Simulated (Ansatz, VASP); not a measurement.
**Fe5Co3 in VASP and in Ansatz**

INCAR

```
PREC = Accurate
ENCUT = 520
EDIFF = 1E-7
ISMEAR = 0
SIGMA = 0.1
LREAL = F
LASPH = T
NELM = 150
ALGO = Normal
ISIF = 2
LWAVE = F
LCHARG = F
ISPIN = 2
MAGMOM = 2.64 2.95 2.95 2.95 2.95 1.99 1.99 1.99
LORBIT = 11
LMAXMIX = 4
GGA = PS
NBANDS = 48
```

Contents of KPOINTS:

```
Automatic mesh
0
Gamma
  10 10 10
```

The input POSCAR:

```
Fe5Co3
1.0
   -2.7762049558      2.7762049558      2.7762049558
    2.7762049558     -2.7762049558      2.7762049558
    2.7762049558      2.7762049558     -2.7762049558
Fe Co
5 3
Direct
    0.0000000000      0.0000000000      0.0000000000
    0.0000000000      0.0000000000      0.5000000000
    0.0000000000      0.5000000000      0.0000000000
    0.5000000000      0.0000000000      0.0000000000
    0.5000000000      0.5000000000      0.5000000000
    0.0000000000      0.5000000000      0.5000000000
    0.5000000000      0.5000000000      0.0000000000
    0.5000000000      0.0000000000      0.5000000000
```

Input for Ansatz:

```yaml
crystal:
  lattice:
    - [-2.7762049558, 2.7762049558, 2.7762049558]
    - [2.7762049558, -2.7762049558, 2.7762049558]
    - [2.7762049558, 2.7762049558, -2.7762049558]
  atoms:
    - { symbol: Fe, position: [0.0, 0.0, 0.0], spin: 2.64 }
    - { symbol: Fe, position: [0.0, 0.0, 0.5], spin: 2.95 }
    - { symbol: Fe, position: [0.0, 0.5, 0.0], spin: 2.95 }
    - { symbol: Fe, position: [0.5, 0.0, 0.0], spin: 2.95 }
    - { symbol: Fe, position: [0.5, 0.5, 0.5], spin: 2.95 }
    - { symbol: Co, position: [0.0, 0.5, 0.5], spin: 1.99 }
    - { symbol: Co, position: [0.5, 0.5, 0.0], spin: 1.99 }
    - { symbol: Co, position: [0.5, 0.0, 0.5], spin: 1.99 }
basis:
  ecutwfc: 420
kpoints:
  mp_grid: { grid: [10, 10, 10] }
hamiltonian:
  xc: pbesol
scf:
  occupations: { method: gaussian, width: 0.1 }
output:
  forces: true
  stress: true
  eigenvalues: true
  populations: true
magnetization:
  spin_polarized: true
```

Alike in both runs: task single point; functional PBEsol; k mesh 10 × 10 × 10; occupations gaussian, width 0.1 eV; collinear spin.

|  | VASP | Ansatz |
| --- | --- | --- |
| version | VASP 6.6.1 | Ansatz 0.2.0 |
| potentials or method | VASP PAW PBE potentials, release 64 (Fe, Co), cutoff 520 eV | scalar-relativistic, plane waves, PAW |
| valence electrons in the cell | 67 | 131 |

```csv
,VASP,Ansatz,Ansatz less VASP
gap on the k mesh at the Fermi level (eV),none,none,-
pressure (GPa),6.8,7.3,+0.51
net moment per atom (μB),2.26,2.26,+0.002
size of the moment on the site where the two differ most (μB),1.73,1.80,+0.076
```

VASP's potentials were made for PBE, not for PBEsol. Site moments also hang on the region over which each program counts them. A gap of «none» marks a metal or a gap that the smearing closes. VASP's potentials hold 67 valence electrons a cell and Ansatz's 131, so a difference there can come from the potentials and not from the codes.
